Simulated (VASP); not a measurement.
A run of VASP 6.6.1:

INCAR

```
PREC = Accurate
ENCUT = 520
EDIFF = 1E-6
ISMEAR = -1
SIGMA = 0.1
LREAL = F
LASPH = T
NELM = 80
ALGO = Normal
ISIF = 2
LWAVE = F
LCHARG = F
GGA = CA
NBANDS = 18
```

The input KPOINTS:

```
regular mesh
0
Gamma
  13 13 13
```

POSCAR

```
Lu
1.0
    0.0000000000      2.3398831156      2.3398831156
    2.3398831156      0.0000000000      2.3398831156
    2.3398831156      2.3398831156      0.0000000000
Lu
1
Direct
    0.0000000000      0.0000000000      0.0000000000
```

Potentials or basis: VASP PAW PBE potentials, release 64 (Lu).

Launch:

```bash
$ cat potpaw_PBE.64/Lu/POTCAR > POTCAR
$ mpirun -np 1 vasp_std > vasp.out
```

Hardware: 1 thread of AMD EPYC 9R45 96-Core Processor (Zen 5), on a shared host.

Q: How long does it take, and how much memory?

A: It took 23 s on 1 thread of AMD EPYC 9R45 96-Core Processor (Zen 5), with other jobs on the host, peak memory 0.15 GiB. Counts: scf iterations 11, k points 84.
